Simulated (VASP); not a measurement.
# Ta4Cu (Pm-3m) in VASP: notebook

Ta4Cu is run at these levels: PBE; tasks: single point, relaxation of cell and atoms.

All numbers are computed with VASP 6.6.1; they aren't measurements. Logs are shortened: lines on timing, memory, paths and dates and some standing lists are left out, and cuts for length are marked.

### 1 The cell of the first run

The structure is cubic, space group Pm-3m (No. 221). The conventional cell has a = 4.620 Å, b = 4.620 Å, c = 4.620 Å, α = 90.00°, β = 90.00°, γ = 90.00°. Within 4.3 Å of Ta (site symmetry m-3m) lie 12 Ta at 3.27 Å and 8 Cu at 4.00 Å. Ta (site symmetry 4/mmm) has 2 Cu at 2.31 Å within 3.1 Å. Cu (site symmetry m-3m) has 6 Ta at 2.31 Å within 3.1 Å.

The cell was generated, and may not be a known phase.

### 2 Single point, PBE

File INCAR:

```
SYSTEM = Ta4Cu
PREC = Accurate
ENCUT = 520
EDIFF = 1E-7
ISMEAR = 0
SIGMA = 0.1
LREAL = .False.
LASPH = .True.
NELM = 80
ALGO = Fast
ISIF = 2
LWAVE = .False.
LCHARG = .False.
GGA = PE
NBANDS = 36
```

File KPOINTS:

```
Automatic mesh
0
Gamma
  8 8 8
  0 0 0
```

File POSCAR:

```
Ta4Cu
1.0
    4.6201243767      0.0000000000      0.0000000000
    0.0000000000      4.6201243767      0.0000000000
    0.0000000000      0.0000000000      4.6201243767
Ta Cu
4 1
Direct
    0.0000000000      0.0000000000      0.0000000000
    0.5000000000      0.5000000000      0.0000000000
    0.5000000000      0.0000000000      0.5000000000
    0.0000000000      0.5000000000      0.5000000000
    0.5000000000      0.5000000000      0.5000000000
```

Potentials or basis: VASP PAW PBE potentials, release 64 (Ta_pv, Cu).

The run is started by

```bash
$ cat potpaw_PBE.64/Ta_pv/POTCAR potpaw_PBE.64/Cu/POTCAR > POTCAR
$ mpirun -np 1 vasp_std > vasp.out
```

OUTCAR:

```text
SYSTEM = Ta4Cu
   PREC = Accurate
   ENCUT = 520
   EDIFF = 1E-7
   ISMEAR = 0
   LREAL = .False.
   LASPH = .True.
   NELM = 80
   ISIF = 2
   GGA = PE

 ion  position               nearest neighbor table
   1  0.000  0.000  0.000-   2 3.27   3 3.27   4 3.27   3 3.27   4 3.27   2 3.27   4 3.27   4 3.27
                             2 3.27   3 3.27   3 3.27   2 3.27
   2  0.500  0.500  0.000-   5 2.31   5 2.31   4 3.27   1 3.27   3 3.27   4 3.27   3 3.27   1 3.27
                             3 3.27   3 3.27   1 3.27   4 3.27   4 3.27   1 3.27
   3  0.500  0.000  0.500-   5 2.31   5 2.31   4 3.27   1 3.27   1 3.27   2 3.27   2 3.27   4 3.27
                             2 3.27   2 3.27   1 3.27   4 3.27   1 3.27   4 3.27
   4  0.000  0.500  0.500-   5 2.31   5 2.31   3 3.27   1 3.27   1 3.27   2 3.27   1 3.27   3 3.27
                             1 3.27   2 3.27   3 3.27   2 3.27   2 3.27   3 3.27
   5  0.500  0.500  0.500-   2 2.31   3 2.31   4 2.31   2 2.31   3 2.31   4 2.31

  LATTYP: Found a simple cubic cell.
 ALAT       =     4.6201243767

  Lattice vectors:

 A1 = (   4.6201243767,   0.0000000000,   0.0000000000)
 A2 = (   0.0000000000,   4.6201243767,   0.0000000000)
 A3 = (   0.0000000000,   0.0000000000,   4.6201243767)

Analysis of symmetry for initial positions (statically):
=====================================================================
 Subroutine PRICEL returns:
 Original cell was already a primitive cell.

 Routine SETGRP: Setting up the symmetry group for a
 simple cubic supercell.

 Subroutine GETGRP returns: Found 48 space group operations
 (whereof 48 operations were pure point group operations)
 out of a pool of 48 trial point group operations.

The static configuration has the point symmetry O_h .

Analysis of symmetry for dynamics (positions and initial velocities):
=====================================================================
 Subroutine PRICEL returns:
 Original cell was already a primitive cell.

 Routine SETGRP: Setting up the symmetry group for a
 simple cubic supercell.

 Subroutine GETGRP returns: Found 48 space group operations
 (whereof 48 operations were pure point group operations)
 out of a pool of 48 trial point group operations.

The dynamic configuration has the point symmetry O_h .

 Subroutine INISYM returns: Found 48 space group operations
 (whereof 48 operations are pure point group operations),
 and found     1 'primitive' translations

----------------------------------------------------------------------------------------

                                     Primitive cell

  volume of cell :      98.6191

  direct lattice vectors                    reciprocal lattice vectors
     4.620124377  0.000000000  0.000000000     0.216444389  0.000000000  0.000000000
     0.000000000  4.620124377  0.000000000     0.000000000  0.216444389  0.000000000
     0.000000000  0.000000000  4.620124377     0.000000000  0.000000000  0.216444389

  length of vectors
     4.620124377  4.620124377  4.620124377     0.216444389  0.216444389  0.216444389

  position of ions in fractional coordinates (direct lattice)
     0.000000000  0.000000000  0.000000000
     0.500000000  0.500000000  0.000000000
     0.500000000  0.000000000  0.500000000
     0.000000000  0.500000000  0.500000000
     0.500000000  0.500000000  0.500000000

  ion indices of the primitive-cell ions
   primitive index   ion index
                 1           1
                 2           2
                 3           3
                 4           4
                 5           5

----------------------------------------------------------------------------------------

 KPOINTS: Automatic mesh

Automatic generation of k-mesh.
 Grid dimensions read from file:
 generate k-points for:    8    8    8

 Generating k-lattice:

  Cartesian coordinates                     Fractional coordinates (reciprocal lattice)
     0.027055549  0.000000000  0.000000000     0.125000000  0.000000000  0.000000000
     0.000000000  0.027055549  0.000000000     0.000000000  0.125000000  0.000000000
     0.000000000  0.000000000  0.027055549     0.000000000  0.000000000  0.125000000

  Length of vectors
     0.027055549  0.027055549  0.027055549

  Shift w.r.t. Gamma in fractional coordinates (k-lattice)
     0.000000000  0.000000000  0.000000000

 Subroutine IBZKPT returns following result:
 ===========================================

 Found     35 irreducible k-points:

 Following reciprocal coordinates:
            Coordinates               Weight
  0.000000  0.000000  0.000000      1.000000
  0.125000  0.000000  0.000000      6.000000
  0.250000  0.000000  0.000000      6.000000
  0.375000  0.000000  0.000000      6.000000
  0.500000  0.000000  0.000000      3.000000
  0.125000  0.125000  0.000000     12.000000
[... 16 lines left out ...]
  0.375000  0.375000  0.125000     24.000000
  0.500000  0.375000  0.125000     24.000000
 [... further k-points ...]
   k-points           NKPTS =     35   k-points in BZ     NKDIM =     35   number of bands    NBANDS=     36
   number of dos      NEDOS =    301   number of ions     NIONS =      5
   total plane-waves  NPLWV =  46656
   dimension x,y,z NGX =    36 NGY =   36 NGZ =   36
   dimension x,y,z NGXF=    72 NGYF=   72 NGZF=   72
   ions per type =               4   1
   NGX,Y,Z   is equivalent  to a cutoff of  12.95, 12.95, 12.95 a.u.
   NGXF,Y,Z  is equivalent  to a cutoff of  25.91, 25.91, 25.91 a.u.
 SYSTEM =  Ta4Cu
   PREC   = accura    normal or accurate (medium, high low for compatibility)
   ISTART =      0    job   : 0-new  1-cont  2-samecut
   ICHARG =      2    charge: 1-file 2-atom 10-const
   ISPIN  =      1    spin polarized calculation?
   LNONCOLLINEAR =      F non collinear calculations
   LSORBIT =      F    spin-orbit coupling
   LASPH  =      T    aspherical Exc in radial PAW
   ENCUT  =  520.0 eV  38.22 Ry    6.18 a.u.   8.59  8.59  8.59*2*pi/ulx,y,z
   NELM   =     80;   NELMIN=  2; NELMDL= -5     # of ELM steps
   EDIFF  = 0.1E-06   stopping-criterion for ELM
   LREAL  =      F    real-space projection
   EDIFFG = 0.1E-05   stopping-criterion for IOM
   NSW    =      0    number of steps for IOM
   IBRION =     -1    ionic relax: 0-MD 1-quasi-New 2-CG
   NFREE  =      0    steps in history (QN), initial steepest desc. (CG)
   ISIF   =      2    stress and relaxation
   ISYM   =      2    0-nonsym 1-usesym 2-fastsym
   POTIM  = 0.5000    time-step for ionic-motion
   TEBEG  =    0.0;   TEEND  =   0.0 temperature during run
   PSTRESS=    0.0 pullay stress
   NELECT =      55.0000    total number of electrons
   NUPDOWN=      -1.0000    fix difference up-down
   EMIN   =  10.00;   EMAX   =-10.00  energy-range for DOS
   EFERMI =   0.00;   METHOD = LEGACY
   ISMEAR =     0;   SIGMA  =   0.10  broadening in eV -4-tet -1-fermi 0-gaus
   EFERMI_NEDOS =   21; number of points for ismear=-14 and -15
   IALGO  =     68    algorithm
   IMIX   =      4    mixing-type and parameters
     AMIX     =   0.40;   BMIX     =  1.00
     AMIX_MAG =   1.60;   BMIX_MAG =  1.00
  volume/ion in A,a.u.               =      19.72       133.10
  Fermi-wavevector in a.u.,A,eV,Ry     =   1.347541  2.546484 24.706375  1.815867
  Thomas-Fermi vector in A             =   2.475283
   LORBIT       =      0    0 simple, 1 ext, 2 COOP (PROOUT), +10 PAW based schemes
   GGA     = PE    functional components
   LHFCALC =     F    Hartree Fock is set to
   AEXX    =    0.0000 exact exchange contribution
   IVDW    =     0    specifies the selected vdW correction
   LEPSILON=     F    determine dielectric tensor
   LRPA    =     F    only Hartree local field effects (RPA)
 non-spin polarized calculation
 RMM-DIIS sequential band-by-band and
 Gauss-broadening in eV      SIGMA  =   0.10
  energy-cutoff  :      520.00
  volume of cell :       98.62
 maximum number of plane-waves:      2680
 NGX is ok and might be reduce to    36
   NGX = 17   NGY = 17   NGZ = 17

 number of electron      54.9999979 magnetization

 Free energy of the ion-electron system (eV)
  ---------------------------------------------------
  ext. energy  EPLUGINS =         0.00000000
  ---------------------------------------------------
  free energy    TOTEN  =       -45.04655415 eV

  energy without entropy =      -45.01559980  energy(sigma->0) =      -45.03107697

 E-fermi :   4.8059     XC(G=0): -11.7474

 val. band max:        4.7932410176   @ k =   0.5000   0.5000   0.3750
 cond. band min:       4.8061202819   @ k =   0.5000   0.5000   0.3750
 fundamental gap:      0.0128792643
 Fermi energy:         4.8059410256

 k-point     1 :       0.0000    0.0000    0.0000
  band No.  band energies     occupation
      1     -29.9827      2.00000
      2     -29.9827      2.00000
      3     -29.9827      2.00000
      4     -29.7793      2.00000
      5     -29.7793      2.00000
      6     -29.7793      2.00000
[... 28 lines left out ...]
     35       9.2417      0.00000
     36       9.3369      0.00000

 k-point     2 :       0.1250    0.0000    0.0000
  band No.  band energies     occupation
      1     -29.9747      2.00000
      2     -29.9747      2.00000
      3     -29.9724      2.00000
      4     -29.7812      2.00000
      5     -29.7812      2.00000
      6     -29.7812      2.00000
[... 28 lines left out ...]
     35       8.8648      0.00000
     36       9.0696      0.00000

 k-point     3 :       0.2500    0.0000    0.0000
  band No.  band energies     occupation
      1     -29.9526      2.00000
      2     -29.9526      2.00000
      3     -29.9444      2.00000
      4     -29.7914      2.00000
      5     -29.7914      2.00000
      6     -29.7842      2.00000
[... 28 lines left out ...]
     35       8.0058      0.00000
     36       8.0060      0.00000
[... 742 lines left out ...]
 k-point    23 :       0.3750    0.3750    0.1250
  band No.  band energies     occupation
      1     -30.0190      2.00000
      2     -29.8824      2.00000
      3     -29.8795      2.00000
      4     -29.8398      2.00000
      5     -29.8220      2.00000
      6     -29.7730      2.00000
[... 28 lines left out ...]
     35       7.7845      0.00000
     36       7.8166      0.00000

 k-point    24 :       0.5000    0.3750    0.1250
  band No.  band energies     occupation
      1     -30.0268      2.00000
      2     -29.8807      2.00000
      3     -29.8702      2.00000
      4     -29.8461      2.00000
      5     -29.8388      2.00000
      6     -29.7678      2.00000
[... 28 lines left out ...]
     35       7.3658      0.00000
     36       7.8437      0.00000

 [... further k-points ...]

------------------------ aborting loop because EDIFF is reached ----------------------------------------

  FORCE on cell =-STRESS in cart. coord.  units (eV):
  Direction    XX          YY          ZZ          XY          YZ          ZX
  --------------------------------------------------------------------------------------
  -------------------------------------------------------------------------------------
  Total       -0.0000433     -0.0000433     -0.0000433      0.0000000      0.0000000     -0.0000000
  in kB       -0.0007031     -0.0007031     -0.0007031      0.0000000      0.0000000     -0.0000000
  external PRESSURE =      -0.0007031 kB  Pullay stress =       0.0000000 kB

 VOLUME and BASIS-vectors are now :
 -----------------------------------------------------------------------------
  energy-cutoff  :      520.00
  volume of cell :       98.62
      direct lattice vectors                 reciprocal lattice vectors
     4.620124377  0.000000000  0.000000000     0.216444389  0.000000000  0.000000000
     0.000000000  4.620124377  0.000000000     0.000000000  0.216444389  0.000000000
     0.000000000  0.000000000  4.620124377     0.000000000  0.000000000  0.216444389

 POSITION                                       TOTAL-FORCE (eV/Angst)
 -----------------------------------------------------------------------------------
      0.00000      0.00000      0.00000         0.000000      0.000000      0.000000
      2.31006      2.31006      0.00000         0.000000      0.000000      0.000000
      2.31006      0.00000      2.31006         0.000000      0.000000      0.000000
      0.00000      2.31006      2.31006         0.000000      0.000000      0.000000
      2.31006      2.31006      2.31006         0.000000      0.000000      0.000000
 -----------------------------------------------------------------------------------
    total drift:                                0.000000      0.000000      0.000000

  FREE ENERGIE OF THE ION-ELECTRON SYSTEM (eV)
  ---------------------------------------------------
  free  energy   TOTEN  =       -45.0465541510 eV

  energy  without entropy=      -45.0155997963  energy(sigma->0) =      -45.03107697
```

It took 72 s on 1 thread of Intel Xeon 6975P-C (Granite Rapids), shared host; peak memory 0.26 GiB.

What came out:

```
Free energy            : -45.0466 eV
Pressure               : 0.0 GPa
Band gap on the k mesh : zero (an odd number of electrons rules out a gap without spin polarisation)
```

Caveat: spin-orbit coupling is left out, which moves the levels of the heavy elements.

### 3 Relaxation of cell and atoms, PBE

This run uses another cell than the first one, of 16.31 Å³/atom.

File INCAR:

```
PREC = Accurate
ENCUT = 600
EDIFF = 1E-6
ISMEAR = 0
SIGMA = 0.1
LREAL = F
LASPH = T
NELM = 100
ALGO = Fast
ISIF = 3
LWAVE = F
LCHARG = F
GGA = PE
IBRION = 2
NSW = 90
EDIFFG = -0.04
```

File KPOINTS:

```
Automatic mesh
0
Gamma
  4 4 4
```

Changes to POSCAR since step 2:

```diff
@@ -2,5 +2,5 @@
 1.0
-    4.6201243767      0.0000000000      0.0000000000
-    0.0000000000      4.6201243767      0.0000000000
-    0.0000000000      0.0000000000      4.6201243767
+    4.3362958300      0.0000000000      0.0000000000
+    0.0000000000      4.3362958300      0.0000000000
+    0.0000000000      0.0000000000      4.3362958300
 Ta Cu
```

Potentials or basis: VASP PAW PBE potentials, release 64 (Ta_pv, Cu).

The run is started by

```bash
$ cat potpaw_PBE.64/Ta_pv/POTCAR potpaw_PBE.64/Cu/POTCAR > POTCAR
$ mpirun -np 1 vasp_std > vasp.out
```

Run time: 10 min. Hardware: 1 thread of Intel Xeon 6975P-C (Granite Rapids), shared host; peak memory 0.23 GiB.

It converged, with:

```yaml
Free_energy: -45.0773 eV
Relaxed_volume: 19.74 Å³/atom
Relaxed_cell: a = 4.621 Å, b = 4.621 Å, c = 4.621 Å, α = 90.00°, β = 90.00°, γ = 90.00°
Space_group_after_relaxing_to_0.1_Å: Pm-3m (No. 221)
Pressure_after_relaxing: -0.1 GPa
Band_gap_on_the_k_mesh: zero (an odd number of electrons rules out a gap without spin polarisation)
```

Final structure:
```xyz
5
Lattice="4.6212 0.0000 0.0000 0.0000 4.6212 0.0000 0.0000 0.0000 4.6212" Properties=species:S:1:pos:R:3 pbc="T T T"
Ta    0.0000    0.0000    0.0000
Ta    2.3106    2.3106    0.0000
Ta    2.3106    0.0000    2.3106
Ta    0.0000    2.3106    2.3106
Cu    2.3106    2.3106    2.3106
```

Levels at points of the mesh, in eV from the Fermi level:
| k point | band 24 | band 25 | band 26 | band 27 | band 28 | band 29 | band 30 | band 31 |
| --- | --- | --- | --- | --- | --- | --- | --- | --- |
| (0.00, 0.00, 0.00) | -1.50 | 0.84 | 0.84 | 0.84 | 0.89 | 0.89 | 0.89 | 2.82 |
| (0.50, 0.00, 0.00) | -1.12 | -1.01 | -0.43 | -0.43 | -0.08 | 0.67 | 1.42 | 1.51 |
| (0.50, 0.50, 0.00) | -1.02 | -0.99 | -0.91 | -0.45 | -0.40 | -0.40 | 0.56 | 0.56 |
| (0.50, 0.50, 0.50) | -0.62 | -0.62 | 0.10 | 0.10 | 0.10 | 0.26 | 0.26 | 0.26 |

Caveat: the k points lie up to 0.34 Å⁻¹ apart in the final cell, too coarse for converged energies and pressures of a metal; the volume moved by over 15 % at a fixed basis, so the end points are rough; spin-orbit coupling is left out, which moves the levels of the heavy elements.

### 4 Relaxation of cell and atoms, PBE

File INCAR:

```
SYSTEM = Ta4Cu
ALGO     = Fast           ! electronic algorithm
EDIFF    = 1E-6           ! SCF threshold, eV
EDIFFG   = -0.01          ! ionic threshold
ENCUT    = 600            ! plane-wave cutoff, eV
GGA      = PE             ! functional
IBRION   = 2              ! ionic algorithm
ISIF     = 3              ! what is computed and relaxed
ISMEAR   = 0              ! smearing method
LASPH    = .TRUE.         ! aspherical terms in the spheres
LCHARG   = .FALSE.        ! write CHGCAR
LREAL    = .FALSE.        ! projectors in reciprocal space
LWAVE    = .FALSE.        ! write WAVECAR
NELM     = 60             ! most SCF steps
NSW      = 100            ! ionic steps
PREC     = Accurate       ! precision mode
SIGMA    = 0.1            ! smearing width, eV
```

File KPOINTS:

```
k-points
0
G
  8 8 8
  0 0 0
```

Changes to POSCAR since step 3:

```diff
@@ -2,5 +2,5 @@
 1.0
-    4.3362958300      0.0000000000      0.0000000000
-    0.0000000000      4.3362958300      0.0000000000
-    0.0000000000      0.0000000000      4.3362958300
+    4.6201243767      0.0000000000      0.0000000000
+    0.0000000000      4.6201243767      0.0000000000
+    0.0000000000      0.0000000000      4.6201243767
 Ta Cu
```

The run is started by

```bash
$ cat potpaw_PBE.64/Ta_pv/POTCAR potpaw_PBE.64/Cu/POTCAR > POTCAR
$ mpirun -np 1 vasp_std > vasp.out
```

Wall time 94 s (1 thread of Intel Xeon 6975P-C (Granite Rapids), shared host); peak memory 0.32 GiB.

Results (log left out):

| Quantity | Value |
| --- | --- |
| Free energy | -45.0478 eV |
| Pressure after relaxing | 0.0 GPa |
| Band gap on the k mesh | zero (an odd number of electrons rules out a gap without spin polarisation) |

Final structure:
```cif
data_structure
_symmetry_space_group_name_H-M 'P 1'
_symmetry_Int_Tables_number 1
_cell_length_a 4.6201
_cell_length_b 4.6201
_cell_length_c 4.6201
_cell_angle_alpha 90.000
_cell_angle_beta 90.000
_cell_angle_gamma 90.000
_cell_volume 98.62
loop_
_atom_site_label
_atom_site_type_symbol
_atom_site_fract_x
_atom_site_fract_y
_atom_site_fract_z
_atom_site_occupancy
Ta1 Ta 0.00000 0.00000 0.00000 1
Ta2 Ta 0.50000 0.50000 0.00000 1
Ta3 Ta 0.50000 0.00000 0.50000 1
Ta4 Ta 0.00000 0.50000 0.50000 1
Cu1 Cu 0.50000 0.50000 0.50000 1
```

Levels at points of the mesh, in eV from the Fermi level:
| k point | band 26 | band 27 | band 28 | band 29 | band 30 | band 31 |
| --- | --- | --- | --- | --- | --- | --- |
| (0.00, 0.00, 0.00) | 0.87 | 0.87 | 0.92 | 0.92 | 0.92 | 2.86 |
| (0.50, 0.00, 0.00) | -0.40 | -0.40 | -0.05 | 0.71 | 1.18 | 1.47 |
| (0.50, 0.50, 0.00) | -0.87 | -0.42 | -0.38 | -0.38 | 0.60 | 0.60 |
| (0.50, 0.50, 0.50) | 0.15 | 0.15 | 0.15 | 0.30 | 0.30 | 0.30 |

Caveat: the relaxation stopped at its first step, so nothing moved; spin-orbit coupling is left out, which moves the levels of the heavy elements.

### 5 Summary

```tsv
task	cell	k mesh	cutoff (eV)	gap on the mesh (eV)	pressure (GPa)
single point	a = 4.620 Å, 5 atoms	8 × 8 × 8	520	none	0.0
relaxation of cell and atoms	relaxed from a = 4.336 Å, 5 atoms	4 × 4 × 4	600	none	-0.1
relaxation of cell and atoms	relaxed from a = 4.620 Å, 5 atoms	8 × 8 × 8	600	none	0.0
```

Alike in all rows: level PBE; potentials or basis VASP PAW PBE potentials, release 64 (Ta_pv, Cu); no spin polarisation; smearing gaussian 0.1 eV.

Caveats: some runs use coarse meshes; spin-orbit coupling is left out, which moves the levels of the heavy elements; the volume moved by over 15 % at a fixed basis, so the end points are rough (at least some runs); the relaxation stopped at its first step, so nothing moved (at least some runs).

Total energies depend on the potentials used, so only differences within one code and one set of settings carry meaning.

The gap in the log of VASP goes by the Fermi energy; the results here count the filled bands.